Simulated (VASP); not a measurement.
# MgC2 (P4_2/mnm) in VASP: notebook

The runs below take MgC2 through single point, with LDA.

Everything below comes from runs of VASP 6.6.1. Logs are shortened: lines on timing, memory, paths and dates and some standing lists are left out, and cuts for length are marked.

### 1 The cell of the first run

The structure is tetragonal, space group P4_2/mnm (No. 136). The conventional cell has a = 3.863 Å, b = 3.863 Å, c = 4.785 Å, α = 90.00°, β = 90.00°, γ = 90.00°. Mg (site symmetry mmm) has 10 C at 2.11 to 2.80 Å within 2.9 Å. C (site symmetry m2m) has 1 C at 1.24 Å within 1.7 Å.

### 2 Single point, LDA

Input file INCAR:

```
PREC = Accurate
ENCUT = 520
EDIFF = 1E-6
ISMEAR = -1
SIGMA = 0.05
LREAL = False
LASPH = True
NELM = 60
ALGO = Normal
ISIF = 2
LWAVE = False
LCHARG = True
GGA = CA
LELF = True
LVHAR = True
NBANDS = 19
```

Input file KPOINTS:

```
regular mesh
0
Gamma
  5 5 5
```

Input file POSCAR:

```
MgC2
1.0
    3.8630153357      0.0000000000      0.0000000000
    0.0000000000      3.8630153357      0.0000000000
    0.0000000000      0.0000000000      4.7851559426
Mg C
2 4
Direct
    0.0000000000      0.0000000000      0.5000000000
    0.5000000000      0.5000000000      0.0000000000
    0.3862521139      0.6137478861      0.5000000000
    0.1137478861      0.1137478861      0.0000000000
    0.6137478861      0.3862521139      0.5000000000
    0.8862521139      0.8862521139      0.0000000000
```

Potentials or basis: VASP PAW LDA potentials, release 64 (Mg, C).

Started as:

```console
$ cat potpaw_LDA.64/Mg/POTCAR potpaw_LDA.64/C/POTCAR > POTCAR
$ mpirun -np 1 vasp_std > vasp.out
```

OUTCAR:

```text
PREC = Accurate
   ENCUT = 520
   EDIFF = 1E-6
   ISMEAR = -1
   LREAL = False
   LASPH = True
   NELM = 60
   ISIF = 2
   GGA = CA

 ion  position               nearest neighbor table
   1  0.000  0.000  0.500-   3 2.11   5 2.11   4 2.47   6 2.47   4 2.47   6 2.47   5 2.80   3 2.80
                             5 2.80   3 2.80   2 3.63   2 3.63   2 3.63   2 3.63   2 3.63   2 3.63
   2  0.500  0.500  0.000-   4 2.11   6 2.11   5 2.47   3 2.47   3 2.47   5 2.47   4 2.80   4 2.80
                             6 2.80   6 2.80   1 3.63   1 3.63   1 3.63   1 3.63   1 3.63   1 3.63
   3  0.386  0.614  0.500-   5 1.24   1 2.11   2 2.47   2 2.47   1 2.80   1 2.80
   4  0.114  0.114  0.000-   6 1.24   2 2.11   1 2.47   1 2.47   2 2.80   2 2.80
   5  0.614  0.386  0.500-   3 1.24   1 2.11   2 2.47   2 2.47   1 2.80   1 2.80
   6  0.886  0.886  0.000-   4 1.24   2 2.11   1 2.47   1 2.47   2 2.80   2 2.80

  LATTYP: Found a simple tetragonal cell.
 ALAT       =     3.8630153357
 C/A-ratio  =     1.2387100559

  Lattice vectors:

 A1 = (   3.8630153357,   0.0000000000,   0.0000000000)
 A2 = (   0.0000000000,   3.8630153357,   0.0000000000)
 A3 = (   0.0000000000,   0.0000000000,   4.7851559426)

Analysis of symmetry for initial positions (statically):
=====================================================================
 Subroutine PRICEL returns:
 Original cell was already a primitive cell.

 Routine SETGRP: Setting up the symmetry group for a
 simple tetragonal supercell.

 Subroutine GETGRP returns: Found 16 space group operations
 (whereof  8 operations were pure point group operations)
 out of a pool of 16 trial point group operations.

The static configuration has the point symmetry D_2h.
 The point group associated with its full space group is D_4h.

Analysis of symmetry for dynamics (positions and initial velocities):
=====================================================================
 Subroutine PRICEL returns:
 Original cell was already a primitive cell.

 Routine SETGRP: Setting up the symmetry group for a
 simple tetragonal supercell.

 Subroutine GETGRP returns: Found 16 space group operations
 (whereof  8 operations were pure point group operations)
 out of a pool of 16 trial point group operations.

The dynamic configuration has the point symmetry D_2h.
 The point group associated with its full space group is D_4h.

 Subroutine INISYM returns: Found 16 space group operations
 (whereof  8 operations are pure point group operations),
 and found     1 'primitive' translations

----------------------------------------------------------------------------------------

                                     Primitive cell

  volume of cell :      71.4083

  direct lattice vectors                    reciprocal lattice vectors
     3.863015336  0.000000000  0.000000000     0.258865139  0.000000000  0.000000000
     0.000000000  3.863015336  0.000000000     0.000000000  0.258865139  0.000000000
     0.000000000  0.000000000  4.785155943     0.000000000  0.000000000  0.208979605

  length of vectors
     3.863015336  3.863015336  4.785155943     0.258865139  0.258865139  0.208979605

  position of ions in fractional coordinates (direct lattice)
     0.000000000  0.000000000  0.500000000
     0.500000000  0.500000000  0.000000000
     0.386252114  0.613747886  0.500000000
     0.113747886  0.113747886  0.000000000
     0.613747886  0.386252114  0.500000000
     0.886252114  0.886252114  0.000000000

  ion indices of the primitive-cell ions
   primitive index   ion index
                 1           1
                 2           2
                 3           3
                 4           4
                 5           5
                 6           6

----------------------------------------------------------------------------------------

 KPOINTS: regular mesh

Automatic generation of k-mesh.
 Grid dimensions read from file:
 generate k-points for:    5    5    5

 Generating k-lattice:

  Cartesian coordinates                     Fractional coordinates (reciprocal lattice)
     0.051773028  0.000000000  0.000000000     0.200000000  0.000000000  0.000000000
     0.000000000  0.051773028  0.000000000     0.000000000  0.200000000  0.000000000
     0.000000000  0.000000000  0.041795921     0.000000000  0.000000000  0.200000000

  Length of vectors
     0.051773028  0.051773028  0.041795921

  Shift w.r.t. Gamma in fractional coordinates (k-lattice)
     0.000000000  0.000000000  0.000000000

 Subroutine IBZKPT returns following result:
 ===========================================

 Found     18 irreducible k-points:

 Following reciprocal coordinates:
            Coordinates               Weight
  0.000000  0.000000  0.000000      1.000000
  0.200000  0.000000  0.000000      4.000000
  0.400000  0.000000  0.000000      4.000000
  0.200000  0.200000  0.000000      4.000000
  0.400000  0.200000  0.000000      8.000000
  0.400000  0.400000  0.000000      4.000000
[... 10 lines left out ...]
  0.400000  0.200000  0.400000     16.000000
  0.400000  0.400000  0.400000      8.000000
   k-points           NKPTS =     18   k-points in BZ     NKDIM =     18   number of bands    NBANDS=     19
   number of dos      NEDOS =    301   number of ions     NIONS =      6
   total plane-waves  NPLWV =  32400
   dimension x,y,z NGX =    30 NGY =   30 NGZ =   36
   dimension x,y,z NGXF=    60 NGYF=   60 NGZF=   72
   ions per type =               2   4
   NGX,Y,Z   is equivalent  to a cutoff of  12.91, 12.91, 12.51 a.u.
   NGXF,Y,Z  is equivalent  to a cutoff of  25.82, 25.82, 25.01 a.u.
 SYSTEM =  unknown system
   PREC   = accura    normal or accurate (medium, high low for compatibility)
   ISTART =      0    job   : 0-new  1-cont  2-samecut
   ICHARG =      2    charge: 1-file 2-atom 10-const
   ISPIN  =      1    spin polarized calculation?
   LNONCOLLINEAR =      F non collinear calculations
   LSORBIT =      F    spin-orbit coupling
   LASPH  =      T    aspherical Exc in radial PAW
   ENCUT  =  520.0 eV  38.22 Ry    6.18 a.u.   7.18  7.18  8.90*2*pi/ulx,y,z
   NELM   =     60;   NELMIN=  2; NELMDL= -5     # of ELM steps
   EDIFF  = 0.1E-05   stopping-criterion for ELM
   LREAL  =      F    real-space projection
   EDIFFG = 0.1E-04   stopping-criterion for IOM
   NSW    =      0    number of steps for IOM
   IBRION =     -1    ionic relax: 0-MD 1-quasi-New 2-CG
   NFREE  =      0    steps in history (QN), initial steepest desc. (CG)
   ISIF   =      2    stress and relaxation
   ISYM   =      2    0-nonsym 1-usesym 2-fastsym
   POTIM  = 0.5000    time-step for ionic-motion
   TEBEG  =    0.0;   TEEND  =   0.0 temperature during run
   PSTRESS=    0.0 pullay stress
   NELECT =      20.0000    total number of electrons
   NUPDOWN=      -1.0000    fix difference up-down
   EMIN   =  10.00;   EMAX   =-10.00  energy-range for DOS
   EFERMI =   0.00;   METHOD = LEGACY
   ISMEAR =    -1;   SIGMA  =   0.05  broadening in eV -4-tet -1-fermi 0-gaus
   EFERMI_NEDOS =   21; number of points for ismear=-14 and -15
   IALGO  =     38    algorithm
   IMIX   =      4    mixing-type and parameters
     AMIX     =   0.40;   BMIX     =  1.00
     AMIX_MAG =   1.60;   BMIX_MAG =  1.00
  volume/ion in A,a.u.               =      11.90        80.31
  Fermi-wavevector in a.u.,A,eV,Ry     =   1.071113  2.024110 15.609725  1.147282
  Thomas-Fermi vector in A             =   2.206843
   LORBIT       =      0    0 simple, 1 ext, 2 COOP (PROOUT), +10 PAW based schemes
   GGA     = CA    functional components
   LHFCALC =     F    Hartree Fock is set to
   AEXX    =    0.0000 exact exchange contribution
   IVDW    =     0    specifies the selected vdW correction
   LEPSILON=     F    determine dielectric tensor
   LRPA    =     F    only Hartree local field effects (RPA)
 non-spin polarized calculation
  energy-cutoff  :      520.00
  volume of cell :       71.41
 maximum number of plane-waves:      1935
 NGX is ok and might be reduce to    30
   NGX = 15   NGY = 15   NGZ = 17

 number of electron      19.9999998 magnetization

 Free energy of the ion-electron system (eV)
  ---------------------------------------------------
  ext. energy  EPLUGINS =         0.00000000
  ---------------------------------------------------
  free energy    TOTEN  =       -41.17980345 eV

  energy without entropy =      -41.17980345  energy(sigma->0) =      -41.17980345

 E-fermi :   2.5316     XC(G=0): -10.2270

 val. band max:        1.4455027480   @ k =   0.4000   0.4000   0.4000
 cond. band min:       3.6849473263   @ k =   0.0000   0.0000   0.0000
 fundamental gap:      2.2394445783
 Fermi energy:         2.5315624721

 k-point     1 :       0.0000    0.0000    0.0000
  band No.  band energies     occupation
      1     -11.6105      2.00000
      2     -10.5127      2.00000
      3      -2.3676      2.00000
      4      -1.6985      2.00000
      5      -1.4800      2.00000
      6      -1.4800      2.00000
[... 11 lines left out ...]
     18      12.6743      0.00000
     19      13.6597      0.00000

 k-point     2 :       0.2000    0.0000    0.0000
  band No.  band energies     occupation
      1     -11.4598      2.00000
      2     -10.5501      2.00000
      3      -2.2655      2.00000
      4      -2.2238      2.00000
      5      -2.1045      2.00000
      6      -1.1276      2.00000
[... 11 lines left out ...]
     18      11.9913      0.00000
     19      13.0439      0.00000

 k-point     3 :       0.4000    0.0000    0.0000
  band No.  band energies     occupation
      1     -11.0924      2.00000
      2     -10.7301      2.00000
      3      -2.9817      2.00000
      4      -2.9272      2.00000
      5      -1.3649      2.00000
      6      -0.5908      2.00000
[... 11 lines left out ...]
     18      11.9508      0.00000
     19      12.5632      0.00000

 k-point     4 :       0.2000    0.2000    0.0000
  band No.  band energies     occupation
      1     -11.3236      2.00000
      2     -10.5700      2.00000
      3      -2.6187      2.00000
      4      -2.3986      2.00000
      5      -1.8550      2.00000
      6      -1.4157      2.00000
[... 11 lines left out ...]
     18      12.7476      0.00000
     19      13.6249      0.00000

 k-point     5 :       0.4000    0.2000    0.0000
  band No.  band energies     occupation
      1     -10.9995      2.00000
      2     -10.6997      2.00000
      3      -3.1008      2.00000
      4      -3.0498      2.00000
      5      -1.1697      2.00000
      6      -0.9388      2.00000
[... 11 lines left out ...]
     18      12.9777      0.00000
     19      13.2754      0.00000
[... 202 lines left out ...]
      2     -10.7993      2.00000
      3      -3.5810      2.00000
      4      -3.5240      2.00000
      5      -0.4741      2.00000
      6      -0.3515      2.00000
[... 11 lines left out ...]
     18      12.7454      0.00000
     19      13.2481      0.00000

 k-point    16 :       0.2000    0.2000    0.4000
  band No.  band energies     occupation
      1     -11.0360      2.00000
      2     -10.7986      2.00000
      3      -3.1727      2.00000
      4      -2.6806      2.00000
      5      -2.0262      2.00000
      6      -0.3081      2.00000
[... 11 lines left out ...]
     18      12.4825      0.00000
     19      13.3940      0.00000

 k-point    17 :       0.4000    0.2000    0.4000
  band No.  band energies     occupation
      1     -10.8459      2.00000
      2     -10.7508      2.00000
      3      -3.4365      2.00000
      4      -3.2495      2.00000
      5      -1.6699      2.00000
      6      -0.8570      2.00000
[... 11 lines left out ...]
     18      12.4413      0.00000
     19      13.7003      0.00000

 k-point    18 :       0.4000    0.4000    0.4000
  band No.  band energies     occupation
      1     -10.7177      2.00000
      2     -10.6801      2.00000
      3      -3.1881      2.00000
      4      -2.9081      2.00000
      5      -2.1620      2.00000
      6      -1.2810      2.00000
[... 11 lines left out ...]
     18      12.8150      0.00000
     19      12.8718      0.00000

------------------------ aborting loop because EDIFF is reached ----------------------------------------

  FORCE on cell =-STRESS in cart. coord.  units (eV):
  Direction    XX          YY          ZZ          XY          YZ          ZX
  --------------------------------------------------------------------------------------
  -------------------------------------------------------------------------------------
  Total        0.8106575      0.8106575      0.6116159      0.0000000      0.0000000      0.0000000
  in kB       18.1885895     18.1885895     13.7227249      0.0000000      0.0000000      0.0000000
  external PRESSURE =      16.6999680 kB  Pullay stress =       0.0000000 kB

 VOLUME and BASIS-vectors are now :
 -----------------------------------------------------------------------------
  energy-cutoff  :      520.00
  volume of cell :       71.41
      direct lattice vectors                 reciprocal lattice vectors
     3.863015336  0.000000000  0.000000000     0.258865139  0.000000000  0.000000000
     0.000000000  3.863015336  0.000000000     0.000000000  0.258865139  0.000000000
     0.000000000  0.000000000  4.785155943     0.000000000  0.000000000  0.208979605

 POSITION                                       TOTAL-FORCE (eV/Angst)
 -----------------------------------------------------------------------------------
      0.00000      0.00000      2.39258         0.000000      0.000000      0.000000
      1.93151      1.93151      0.00000         0.000000      0.000000      0.000000
      1.49210      2.37092      2.39258        -0.085391      0.085391     -0.000000
      0.43941      0.43941      0.00000         0.085391      0.085391     -0.000000
      2.37092      1.49210      2.39258         0.085391     -0.085391      0.000000
      3.42361      3.42361      0.00000        -0.085391     -0.085391      0.000000
 -----------------------------------------------------------------------------------
    total drift:                               -0.000000     -0.000000      0.000000

  FREE ENERGIE OF THE ION-ELECTRON SYSTEM (eV)
  ---------------------------------------------------
  free  energy   TOTEN  =       -41.1798034521 eV

  energy  without entropy=      -41.1798034520  energy(sigma->0) =      -41.17980345
```

Wall time 37 s (1 thread of Intel Xeon 8259CL, shared host); peak memory 0.16 GiB.

What came out:

```yaml
Free_energy: -41.1798 eV
Pressure: 1.7 GPa
Largest_force: 0.121 eV/Å
Band_gap_on_the_k_mesh: 2.24 eV (least direct gap 2.56 eV)
```

Forces on the atoms (eV/Å):
```
Mg   0.000  0.000  0.000
Mg   0.000  0.000  0.000
C   -0.085  0.085  0.000
C    0.085  0.085  0.000
C    0.085 -0.085  0.000
C   -0.085 -0.085  0.000
```

Stress tensor (GPa, compression positive):
```
1.82 0.00 0.00
0.00 1.82 0.00
0.00 0.00 1.37
```

A k mesh can miss the band edges.

### 3 Single point, LDA

This run uses another cell than the first one, of 12.17 Å³/atom.

Input file INCAR:

```
SYSTEM = MgC2
PREC     = Accurate       ! precision mode
ENCUT    = 520            ! plane-wave cutoff, eV
EDIFF    = 1E-7           ! SCF threshold, eV
ISMEAR   = -1             ! smearing method
SIGMA    = 0.05           ! smearing width, eV
LREAL    = .FALSE.        ! projectors in reciprocal space
LASPH    = .TRUE.         ! aspherical terms in the spheres
NELM     = 60             ! most SCF steps
ALGO     = Normal         ! electronic algorithm
ISIF     = 2              ! what is computed and relaxed
LWAVE    = .FALSE.        ! write WAVECAR
LCHARG   = .FALSE.        ! write CHGCAR
NBANDS   = 19             ! bands
```

Input file KPOINTS:

```
Automatic mesh
0
G
  5 5 5
  0 0 0
```

Input file POSCAR:

```
MgC2
1.0
    3.8837956842      0.0000000000      0.0000000000
    0.0000000000      3.8837956842      0.0000000000
    0.0000000000      0.0000000000      4.8414720969
Mg C
2 4
Direct
    0.0000000000      0.0000000000      0.5000000000
    0.5000000000      0.5000000000      0.0000000000
    0.3867051983      0.6132948017      0.5000000000
    0.1132948017      0.1132948017      0.0000000000
    0.6132948017      0.3867051983      0.5000000000
    0.8867051983      0.8867051983      0.0000000000
```

Potentials or basis: VASP PAW LDA potentials, release 64 (Mg, C).

Started as:

```console
$ cat potpaw_LDA.64/Mg/POTCAR potpaw_LDA.64/C/POTCAR > POTCAR
$ mpirun -np 1 vasp_std > vasp.out
```

Run time: 37 s. Hardware: 1 thread of Intel Xeon 8259CL, shared host; peak memory 0.16 GiB.

Results (log left out):

- Free energy: -41.1853 eV
- Pressure: -0.3 GPa
- Largest force: 0.116 eV/Å
- Band gap on the k mesh: 2.33 eV (least direct gap 2.66 eV)

Forces on the atoms (eV/Å):
```
Mg   0.000  0.000  0.000
Mg   0.000  0.000  0.000
C   -0.082  0.082  0.000
C    0.082  0.082  0.000
C    0.082 -0.082  0.000
C   -0.082 -0.082  0.000
```

Stress tensor (GPa, compression positive):
```
-0.18  0.00  0.00
 0.00 -0.18  0.00
 0.00  0.00 -0.57
```

Levels at points of the mesh, in eV from the valence-band top:
| k point | band 8 | band 9 | band 10 | band 11 | band 12 | band 13 |
| --- | --- | --- | --- | --- | --- | --- |
| (0.00, 0.00, 0.00) | -0.46 | -0.33 | -0.33 | 2.33 | 5.28 | 5.55 |
